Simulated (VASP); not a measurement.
Write the native input for VASP 6.6.1 that does the following.

* Task: single point
* Functional: PBE
* Potentials or basis: VASP PAW PBE potentials, release 64 (Pt)
* Cutoff: 500 eV
* k mesh: 8 × 8 × 8
* Occupations: gaussian, width 0.1 eV
* Spin: no spin polarisation
* Dipole correction: no
* Further INCAR settings: ALGO = Normal; EDIFF = 1e-06; NBANDS = 11

The structure of Pt lies in POSCAR:

```
Pt
1.0
    0.0000000000      1.9836410156      1.9836410156
    1.9836410156      0.0000000000      1.9836410156
    1.9836410156      1.9836410156      0.0000000000
Pt
1
Direct
    0.0000000000      0.0000000000      0.0000000000
```

These files were run (other wordings do the same):

INCAR

```
  ALGO = Normal
  EDIFF = 1E-6
  ENCUT = 500
  GGA = PE
  GGA_COMPAT = F
  ISIF = 2
  ISMEAR = 0
  LASPH = T
  LCHARG = F
  LREAL = F
  LWAVE = F
  NBANDS = 11
  NELM = 120
  PREC = Accurate
  SIGMA = 0.1
```

KPOINTS

```
k-points
0
Gamma
  8 8 8
```

Potentials or basis: VASP PAW PBE potentials, release 64 (Pt).

Launch:

```bash
$ cat potpaw_PBE.64/Pt/POTCAR > POTCAR
$ mpirun -np 1 vasp_std > vasp.out
```

It gave:

The pressure is -0.6 GPa and the band gap on the k mesh is zero (band 5 reaches 11.03 eV, above the bottom of band 6 at 8.94 eV).

Caveat: spin-orbit coupling is left out, which moves the levels of the heavy elements.

Run time: 5.7 s on 1 thread of AMD EPYC 7R43 64-Core Processor (Zen 3), with other jobs on the host, peak memory 0.09 GiB.
